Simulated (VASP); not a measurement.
# SiGeP2 (I-42d) in VASP: single point with PBE

Aim: the single point of SiGeP2 with PBE.

Program: VASP 6.6.1. These are calculated values, not measurements. Logs are shortened: lines on timing, memory, paths and dates and some standing lists are left out, and cuts for length are marked.

### 1 The cell of the first run

Symmetry: I-42d, No. 122, tetragonal system. The conventional cell has a = 5.690 Å, b = 5.690 Å, c = 10.040 Å, α = 90.00°, β = 90.00°, γ = 90.00°. P (site symmetry 2) has 2 Ge at 2.30 Å and 2 Si at 2.44 Å within 3.0 Å. Within 3.0 Å of Ge (site symmetry -4) lie 4 P at 2.30 Å. Within 3.2 Å of Si (site symmetry -4) lie 4 P at 2.44 Å.

### 2 Single point, PBE

File INCAR:

```
SYSTEM = SiGeP2
ALGO = Normal ; EDIFF = 1E-7
ENCUT = 520 ; GGA = PE
ISIF = 2 ; ISMEAR = -1
LASPH = .TRUE. ; LCHARG = .FALSE.
LREAL = .FALSE. ; LWAVE = .FALSE.
NBANDS = 38 ; NELM = 100
PREC = Accurate ; SIGMA = 0.1
```

File KPOINTS:

```
k-points
0
G
  7 7 7
  0 0 0
```

File POSCAR:

```
SiGeP2
1.0
    0.0000000000      5.6895760000      0.0000000000
    5.6895760000      0.0000000000      0.0000000000
    2.8447880000      2.8447880000     -5.0197750000
P Ge Si
4 2 2
Direct
    0.3750000000      0.3950000000      0.7500000000
    0.6050000000      0.1250000000      0.2500000000
    0.8750000000      0.8550000000      0.7500000000
    0.1450000000      0.6250000000      0.2500000000
    0.5000000000      0.5000000000      0.0000000000
    0.2500000000      0.7500000000      0.5000000000
    0.0000000000      0.0000000000      0.0000000000
    0.7500000000      0.2500000000      0.5000000000
```

Potentials or basis: VASP PAW PBE potentials, release 64 (P, Ge_d, Si).

The run is started by

```console
cat potpaw_PBE.64/P/POTCAR potpaw_PBE.64/Ge_d/POTCAR potpaw_PBE.64/Si/POTCAR > POTCAR
mpirun -np 1 vasp_std > vasp.out
```

OUTCAR:

```text
SYSTEM = SiGeP2
   EDIFF = 1E-7
   ENCUT = 520
   GGA = PE
   ISIF = 2
   ISMEAR = -1
   LASPH = .TRUE.
   LREAL = .FALSE.
   NELM = 100
   PREC = Accurate

 ion  position               nearest neighbor table
   1  0.375  0.395  0.750-   5 2.30   6 2.30   7 2.44   8 2.44
   2  0.605  0.125  0.250-   5 2.30   6 2.30   7 2.44   8 2.44
   3  0.875  0.855  0.750-   6 2.30   5 2.30   7 2.44   8 2.44
   4  0.145  0.625  0.250-   6 2.30   5 2.30   7 2.44   8 2.44
   5  0.500  0.500  0.000-   1 2.30   2 2.30   4 2.30   3 2.30
   6  0.250  0.750  0.500-   4 2.30   3 2.30   1 2.30   2 2.30
   7  0.000  0.000  0.000-   1 2.44   2 2.44   3 2.44   4 2.44
   8  0.750  0.250  0.500-   1 2.44   2 2.44   3 2.44   4 2.44

  LATTYP: Found a body centered tetragonal cell.
 ALAT       =     5.6895760000
 C/A-ratio  =     1.7645515237

  Lattice vectors:

 A1 = (  -2.8447880000,   2.8447880000,   5.0197750000)
 A2 = (   2.8447880000,  -2.8447880000,   5.0197750000)
 A3 = (   2.8447880000,   2.8447880000,  -5.0197750000)

Analysis of symmetry for initial positions (statically):
=====================================================================
 Subroutine PRICEL returns:
 Original cell was already a primitive cell.

 Routine SETGRP: Setting up the symmetry group for a
 body centered tetragonal supercell.

 Subroutine GETGRP returns: Found  8 space group operations
 (whereof  4 operations were pure point group operations)
 out of a pool of 16 trial point group operations.

The static configuration has the point symmetry S_4 .
 The point group associated with its full space group is D_2d.

Analysis of symmetry for dynamics (positions and initial velocities):
=====================================================================
 Subroutine PRICEL returns:
 Original cell was already a primitive cell.

 Routine SETGRP: Setting up the symmetry group for a
 body centered tetragonal supercell.

 Subroutine GETGRP returns: Found  8 space group operations
 (whereof  4 operations were pure point group operations)
 out of a pool of 16 trial point group operations.

The dynamic configuration has the point symmetry S_4 .
 The point group associated with its full space group is D_2d.

 Subroutine INISYM returns: Found  8 space group operations
 (whereof  4 operations are pure point group operations),
 and found     1 'primitive' translations

----------------------------------------------------------------------------------------

                                     Primitive cell

  volume of cell :     162.4965

  direct lattice vectors                    reciprocal lattice vectors
     0.000000000  5.689576000  0.000000000     0.000000000  0.175760021  0.099606058
     5.689576000  0.000000000  0.000000000     0.175760021  0.000000000  0.099606058
     2.844788000  2.844788000 -5.019775000     0.000000000  0.000000000 -0.199212116

  length of vectors
     5.689576000  5.689576000  6.433022507     0.202022157  0.202022157  0.199212116

  position of ions in fractional coordinates (direct lattice)
     0.375000000  0.395000000  0.750000000
     0.605000000  0.125000000  0.250000000
     0.875000000  0.855000000  0.750000000
     0.145000000  0.625000000  0.250000000
     0.500000000  0.500000000  0.000000000
     0.250000000  0.750000000  0.500000000
     0.000000000  0.000000000  0.000000000
     0.750000000  0.250000000  0.500000000

  ion indices of the primitive-cell ions
   primitive index   ion index
                 1           1
                 2           2
                 3           3
                 4           4
                 5           5
                 6           6
                 7           7
                 8           8

----------------------------------------------------------------------------------------

 KPOINTS: k-points

Automatic generation of k-mesh.
 Grid dimensions read from file:
 generate k-points for:    7    7    7

 Generating k-lattice:

  Cartesian coordinates                     Fractional coordinates (reciprocal lattice)
     0.000000000  0.025108574  0.014229437     0.142857143  0.000000000  0.000000000
     0.025108574  0.000000000  0.014229437     0.000000000  0.142857143  0.000000000
     0.000000000  0.000000000 -0.028458874     0.000000000  0.000000000  0.142857143

  Length of vectors
     0.028860308  0.028860308  0.028458874

  Shift w.r.t. Gamma in fractional coordinates (k-lattice)
     0.000000000  0.000000000  0.000000000

 Subroutine IBZKPT returns following result:
 ===========================================

 Found     40 irreducible k-points:

 Following reciprocal coordinates:
            Coordinates               Weight
  0.000000  0.000000  0.000000      1.000000
  0.142857  0.000000 -0.000000      8.000000
  0.285714  0.000000  0.000000      8.000000
  0.428571  0.000000 -0.000000      8.000000
  0.142857  0.142857 -0.000000      8.000000
  0.285714  0.142857 -0.000000     16.000000
[... 16 lines left out ...]
  0.285714  0.285714  0.142857      8.000000
  0.428571  0.285714  0.142857     16.000000
 [... further k-points ...]
   k-points           NKPTS =     40   k-points in BZ     NKDIM =     40   number of bands    NBANDS=     38
   number of dos      NEDOS =    301   number of ions     NIONS =      8
   total plane-waves  NPLWV =  84672
   dimension x,y,z NGX =    42 NGY =   42 NGZ =   48
   dimension x,y,z NGXF=    84 NGYF=   84 NGZF=   96
   ions per type =               4   2   2
   NGX,Y,Z   is equivalent  to a cutoff of  12.27, 12.27, 12.40 a.u.
   NGXF,Y,Z  is equivalent  to a cutoff of  24.54, 24.54, 24.81 a.u.
 SYSTEM =  SiGeP2
   PREC   = accura    normal or accurate (medium, high low for compatibility)
   ISTART =      0    job   : 0-new  1-cont  2-samecut
   ICHARG =      2    charge: 1-file 2-atom 10-const
   ISPIN  =      1    spin polarized calculation?
   LNONCOLLINEAR =      F non collinear calculations
   LSORBIT =      F    spin-orbit coupling
   LASPH  =      T    aspherical Exc in radial PAW
   ENCUT  =  520.0 eV  38.22 Ry    6.18 a.u.  10.58 10.58 11.96*2*pi/ulx,y,z
   NELM   =    100;   NELMIN=  2; NELMDL= -5     # of ELM steps
   EDIFF  = 0.1E-06   stopping-criterion for ELM
   LREAL  =      F    real-space projection
   EDIFFG = 0.1E-05   stopping-criterion for IOM
   NSW    =      0    number of steps for IOM
   IBRION =     -1    ionic relax: 0-MD 1-quasi-New 2-CG
   NFREE  =      0    steps in history (QN), initial steepest desc. (CG)
   ISIF   =      2    stress and relaxation
   ISYM   =      2    0-nonsym 1-usesym 2-fastsym
   POTIM  = 0.5000    time-step for ionic-motion
   TEBEG  =    0.0;   TEEND  =   0.0 temperature during run
   PSTRESS=    0.0 pullay stress
   NELECT =      56.0000    total number of electrons
   NUPDOWN=      -1.0000    fix difference up-down
   EMIN   =  10.00;   EMAX   =-10.00  energy-range for DOS
   EFERMI =   0.00;   METHOD = LEGACY
   ISMEAR =    -1;   SIGMA  =   0.10  broadening in eV -4-tet -1-fermi 0-gaus
   EFERMI_NEDOS =   21; number of points for ismear=-14 and -15
   IALGO  =     38    algorithm
   IMIX   =      4    mixing-type and parameters
     AMIX     =   0.40;   BMIX     =  1.00
     AMIX_MAG =   1.60;   BMIX_MAG =  1.00
  volume/ion in A,a.u.               =      20.31       137.07
  Fermi-wavevector in a.u.,A,eV,Ry     =   1.147773  2.168977 17.924094  1.317384
  Thomas-Fermi vector in A             =   2.284452
   LORBIT       =      0    0 simple, 1 ext, 2 COOP (PROOUT), +10 PAW based schemes
   GGA     = PE    functional components
   LHFCALC =     F    Hartree Fock is set to
   AEXX    =    0.0000 exact exchange contribution
   IVDW    =     0    specifies the selected vdW correction
   LEPSILON=     F    determine dielectric tensor
   LRPA    =     F    only Hartree local field effects (RPA)
 non-spin polarized calculation
  energy-cutoff  :      520.00
  volume of cell :      162.50
 maximum number of plane-waves:      4410
   NGX = 21   NGY = 21   NGZ = 23

 number of electron      55.9999986 magnetization

 Free energy of the ion-electron system (eV)
  ---------------------------------------------------
  ext. energy  EPLUGINS =         0.00000000
  ---------------------------------------------------
  free energy    TOTEN  =       -38.90075370 eV

  energy without entropy =      -38.72961668  energy(sigma->0) =      -38.81518519

 E-fermi :   6.5839     XC(G=0):  -9.7767

 val. band max:        6.5780048852   @ k =  -0.1429  -0.4286   0.1429
 cond. band min:       6.5883058635   @ k =  -0.2857   0.2857   0.0000
 fundamental gap:      0.0103009783
 Fermi energy:         6.5838657677

 k-point     1 :       0.0000    0.0000    0.0000
  band No.  band energies     occupation
      1     -19.1130      2.00000
      2     -19.1043      2.00000
      3     -19.0849      2.00000
      4     -19.0849      2.00000
      5     -19.0728      2.00000
      6     -19.0723      2.00000
[... 30 lines left out ...]
     37      10.7393      0.00000
     38      10.7440      0.00000

 k-point     2 :       0.1429    0.0000   -0.0000
  band No.  band energies     occupation
      1     -19.1127      2.00000
      2     -19.1047      2.00000
      3     -19.0851      2.00000
      4     -19.0843      2.00000
      5     -19.0740      2.00000
      6     -19.0722      2.00000
[... 30 lines left out ...]
     37      10.3004      0.00000
     38      11.1716      0.00000

 k-point     3 :       0.2857    0.0000    0.0000
  band No.  band energies     occupation
      1     -19.1121      2.00000
      2     -19.1057      2.00000
      3     -19.0854      2.00000
      4     -19.0828      2.00000
      5     -19.0759      2.00000
      6     -19.0718      2.00000
[... 30 lines left out ...]
     37      10.2684      0.00000
[... 781 lines left out ...]
 k-point    23 :       0.2857    0.2857    0.1429
  band No.  band energies     occupation
      1     -19.1115      2.00000
      2     -19.1067      2.00000
      3     -19.0831      2.00000
      4     -19.0828      2.00000
      5     -19.0764      2.00000
      6     -19.0745      2.00000
[... 30 lines left out ...]
     37      10.2857      0.00000
     38      10.4389      0.00000

 k-point    24 :       0.4286    0.2857    0.1429
  band No.  band energies     occupation
      1     -19.1107      2.00000
      2     -19.1077      2.00000
      3     -19.0833      2.00000
      4     -19.0807      2.00000
      5     -19.0781      2.00000
      6     -19.0749      2.00000
[... 30 lines left out ...]
     37      10.0804      0.00000
     38      10.3116      0.00000

 [... further k-points ...]

------------------------ aborting loop because EDIFF is reached ----------------------------------------

  FORCE on cell =-STRESS in cart. coord.  units (eV):
  Direction    XX          YY          ZZ          XY          YZ          ZX
  --------------------------------------------------------------------------------------
  -------------------------------------------------------------------------------------
  Total        4.4594412      4.4594412     -0.5171508      0.0000000      0.0000000      0.0000000
  in kB       43.9690383     43.9690383     -5.0989852      0.0000000      0.0000000      0.0000000
  external PRESSURE =      27.6130305 kB  Pullay stress =       0.0000000 kB

 VOLUME and BASIS-vectors are now :
 -----------------------------------------------------------------------------
  energy-cutoff  :      520.00
  volume of cell :      162.50
      direct lattice vectors                 reciprocal lattice vectors
     0.000000000  5.689576000  0.000000000     0.000000000  0.175760021  0.099606058
     5.689576000  0.000000000  0.000000000     0.175760021  0.000000000  0.099606058
     2.844788000  2.844788000 -5.019775000     0.000000000  0.000000000 -0.199212116

 POSITION                                       TOTAL-FORCE (eV/Angst)
 -----------------------------------------------------------------------------------
      4.38097      4.26718     -3.76483        -1.652242      0.000000      0.000000
      1.42239      4.15339     -1.25494        -0.000000      1.652242     -0.000000
      6.99818      7.11197     -3.76483         1.652242      0.000000     -0.000000
      4.26718      1.53619     -1.25494        -0.000000     -1.652242     -0.000000
      2.84479      2.84479      0.00000        -0.000000      0.000000      0.000000
      5.68958      2.84479     -2.50989        -0.000000      0.000000      0.000000
      0.00000      0.00000      0.00000        -0.000000      0.000000      0.000000
      2.84479      5.68958     -2.50989        -0.000000      0.000000      0.000000
 -----------------------------------------------------------------------------------
    total drift:                                0.000020      0.000020     -0.000006

  FREE ENERGIE OF THE ION-ELECTRON SYSTEM (eV)
  ---------------------------------------------------
  free  energy   TOTEN  =       -38.9007537042 eV

  energy  without entropy=      -38.7296166812  energy(sigma->0) =      -38.81518519
```

Run time: 2.5 min. Hardware: 1 thread of Intel Xeon Platinum 8488C (Sapphire Rapids), shared host; peak memory 0.38 GiB.

Results:

| Quantity | Value |
| --- | --- |
| Free energy | -38.9008 eV |
| Pressure | 2.8 GPa |
| Largest force | 1.652 eV/Å |
| Band gap on the k mesh | zero (bands 28 and 29 overlap by 2.06 eV) |

Forces in eV/Å, atoms in the order of the input:
```
P   -1.652  0.000  0.000
P    0.000  1.652  0.000
P    1.652  0.000  0.000
P    0.000 -1.652  0.000
Ge   0.000  0.000  0.000
Ge   0.000  0.000  0.000
Si   0.000  0.000  0.000
Si   0.000  0.000  0.000
```

Stress tensor (GPa, compression positive):
```
 4.40  0.00  0.00
 0.00  4.40  0.00
 0.00  0.00 -0.51
```

Caveat: forces of over 1 eV/Å act on the atoms, so gaps and moduli don't describe the material at rest.
